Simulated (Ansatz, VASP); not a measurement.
**Cu: VASP beside Ansatz**

```xyz
4
Lattice="2.5614 0.0000 0.0000 -1.2807 2.2182 0.0000 0.0000 0.0000 8.4185" Properties=species:S:1:pos:R:3 pbc="T T T"
Cu    0.0000    0.0000    0.0000
Cu    0.0000    1.4788    2.1046
Cu    0.0000    0.0000    4.2093
Cu    1.2807    0.7394    6.3139
```

Alike in both runs: functional PBE; k mesh 21 × 21 × 6; occupations gaussian, width 0.1 eV; no spin polarisation.

Ansatz relaxed the structure, and its values are those at the end. VASP's run is a single point on that final structure, the one shown.

|  | VASP | Ansatz |
| --- | --- | --- |
| version | VASP 6.6.1 | Ansatz 0.2.0 |
| potentials or method | VASP PAW PBE potentials, release 64 (Cu), cutoff 520 eV | scalar-relativistic, plane waves, PAW |
| valence electrons in the cell | 44 | 76 |

```tsv
	VASP	Ansatz	Ansatz less VASP
gap on the k mesh at the Fermi level (eV)	none	none	-
pressure (GPa)	0.7	0.0	-0.69
```

A gap of «none» marks a metal or a gap that the smearing closes. VASP's potentials hold 44 valence electrons a cell and Ansatz's 76, so a difference there can come from the potentials and not from the codes.
